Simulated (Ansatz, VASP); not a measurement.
Nb: VASP beside Ansatz

```
Nb
1.0
    -1.62176    1.62176    1.62176
     1.62176   -1.62176    1.62176
     1.62176    1.62176   -1.62176
Nb
1
Direct
  0.00000 0.00000 0.00000
```

Alike in both runs: task single point; functional PBE; k mesh 18 × 18 × 18; occupations gaussian, width 0.1 eV; no spin polarisation.

```csv
,VASP,Ansatz
version,VASP 6.6.1,Ansatz 0.2.0
potentials or method,"VASP PAW PBE potentials, release 64 (Nb_sv), cutoff 520 eV","scalar-relativistic, plane waves, PAW"
valence electrons in the cell,13,13
```

Ansatz gave:

```
gap on the k mesh at the Fermi level (eV) : none
pressure (GPa)                            : 11.6
```

Task: Estimate VASP's values.

Result: gap on the k mesh at the Fermi level (eV): none; pressure (GPa): 11.3.

A gap of «none» marks a metal or a gap that the smearing closes.
